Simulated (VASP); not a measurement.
A run of VASP 6.6.1 is set up as follows.

Contents of INCAR:

```
PREC = Accurate
ENCUT = 600
EDIFF = 1E-8
ISMEAR = 0
SIGMA = 0.01
LREAL = F
LASPH = T
NELM = 80
ALGO = Normal
ISIF = 3
LWAVE = F
LCHARG = F
GGA = PS
IBRION = 6
NFREE = 2
POTIM = 0.015
NSW = 1
```

File KPOINTS:

```
Automatic mesh
0
Gamma
  10 10 10
```

Contents of POSCAR:

```
CaO
1.0
    0.0000000000      2.3770781050      2.3770781050
    2.3770781050      0.0000000000      2.3770781050
    2.3770781050      2.3770781050      0.0000000000
Ca O
1 1
Direct
    0.0000000000      0.0000000000      0.0000000000
    0.5000000000      0.5000000000      0.5000000000
```

Potentials or basis: VASP PAW PBE potentials, release 64 (Ca_sv, O).

Launch:

```console
$ cat potpaw_PBE.64/Ca_sv/POTCAR potpaw_PBE.64/O/POTCAR > POTCAR
$ mpirun -np 1 vasp_std > vasp.out
```

**Question.** Estimate the elastic constants C11, C12, C44.

**Answer.** 244, 59, 77 GPa.

**Question.** What does it give for the Voigt bulk modulus?

**Answer.** 121 GPa.

**Question.** What does it give for the highest phonon frequency at Γ, LO-TO splitting left out?

**Answer.** 286 cm⁻¹.

Clamped-ion elastic tensor (GPa):
```
244  59  59   0   0   0
 59 244  59   0   0   0
 59  59 244   0   0   0
  0   0   0  77   0   0
  0   0   0   0  77   0
  0   0   0   0   0  77
```

Caveat: the cell is under stress, which shifts elastic constants; the PAW data sets were made with another functional, which shifts forces and pressure a little.
